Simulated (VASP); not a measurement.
Set up this calculation in VASP 6.6.1, as the native input.

```yaml
Task: single point
Functional: PBE
Potentials_or_basis: VASP PAW PBE potentials, release 64 (Ba_sv, O)
Cutoff: 600 eV
k_mesh: 6 × 6 × 6
Occupations: gaussian, width 0.01 eV
Spin: no spin polarisation
Dipole_correction: no
Further_INCAR_settings: ALGO = Normal; EDIFF = 1e-06; NBANDS = 15
```

The structure of BaO lies in POSCAR:

```
BaO
1.0
    0.0000000000      2.7128332818      2.7128332818
    2.7128332818      0.0000000000      2.7128332818
    2.7128332818      2.7128332818      0.0000000000
Ba O
1 1
Direct
    0.0000000000      0.0000000000      0.0000000000
    0.5000000000      0.5000000000      0.5000000000
```

These files were run (other wordings do the same):

INCAR

```
SYSTEM = BaO
PREC = Accurate
ENCUT = 600
EDIFF = 1E-6
ISMEAR = 0
SIGMA = 0.01
LREAL = .FALSE.
LASPH = .TRUE.
NELM = 120
ALGO = Normal
ISIF = 2
LWAVE = .FALSE.
LCHARG = .TRUE.
GGA = PE
LELF = .TRUE.
LVHAR = .TRUE.
NBANDS = 15
GGA_COMPAT = .FALSE.
```

KPOINTS

```
Automatic mesh
0
G
  6 6 6
  0 0 0
```

Potentials or basis: VASP PAW PBE potentials, release 64 (Ba_sv, O).

Command:

```sh
$ cat potpaw_PBE.64/Ba_sv/POTCAR potpaw_PBE.64/O/POTCAR > POTCAR
$ mpirun -np 1 vasp_std > vasp.out
```

Results of the run:

```yaml
Pressure: 8.8 GPa
Band_gap_on_the_k_mesh: 1.74 eV, direct
```

Caveat: spin-orbit coupling is left out, which moves the levels of the heavy elements.

It took 5.4 s on 1 thread of Intel(R) Xeon(R) 6975P-C (Granite Rapids) (shared host), peak memory 0.17 GiB.
